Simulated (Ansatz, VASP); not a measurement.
One calculation of SnTe, two programs

The input INCAR:

```
  ALGO = Normal
  EDIFF = 1E-6
  ENCUT = 520
  GGA = RE
  ISIF = 2
  ISMEAR = -1
  IVDW = 12
  LASPH = True
  LCHARG = False
  LREAL = False
  LWAVE = False
  NBANDS = 17
  NELM = 80
  PREC = Accurate
  SIGMA = 0.05
```

The input KPOINTS:

```
k-points
0
Gamma
  7 7 7
```

Contents of POSCAR:

```
SnTe
1.0
    0.0000000000      3.0865288906      3.0865288906
    3.0865288906      0.0000000000      3.0865288906
    3.0865288906      3.0865288906      0.0000000000
Te Sn
1 1
Direct
    0.5000000000      0.5000000000      0.5000000000
    0.0000000000      0.0000000000      0.0000000000
```

Contents of input.yaml:

```yaml
crystal:
  lattice:
    - [0.0, 3.0865288906, 3.0865288906]
    - [3.0865288906, 0.0, 3.0865288906]
    - [3.0865288906, 3.0865288906, 0.0]
  atoms:
    - { symbol: Te, position: [0.5, 0.5, 0.5] }
    - { symbol: Sn, position: [0.0, 0.0, 0.0] }
hamiltonian:
  xc: revpbe
  pseudopotentials: { kind: paw }
  dispersion: d3bj
kpoints:
  mp_grid: { grid: [7, 7, 7] }
scf:
  occupations: { method: fermi_dirac, width: 0.05 }
output:
  forces: true
  stress: true
  eigenvalues: true
  write_density: true
  write_potential: true
  elf: true
  volumetric_format: npy
```

Alike in both runs: task single point; functional revPBE; dispersion D3(BJ); k mesh 7 × 7 × 7; occupations fermi-dirac, width 0.05 eV; no spin polarisation.

|  | VASP | Ansatz |
| --- | --- | --- |
| version | VASP 6.6.1 | Ansatz 0.2.0 |
| potentials or method | VASP PAW PBE potentials, release 64 (Te, Sn_d) | Ansatz PAW |
| plane-wave cutoff (eV) | 520 | 420 |
| valence electrons in the cell | 20 | 30 |

VASP gave:

- pressure (GPa): 2.3

**Question.** What did Ansatz give for the same quantities?

**Answer.** Pressure (GPa): 2.4.

VASP's potentials were made for PBE, not for revPBE. VASP's potentials hold 20 valence electrons a cell and Ansatz's 30, so a difference there can come from the potentials and not from the codes.

Spin-orbit coupling is off throughout.
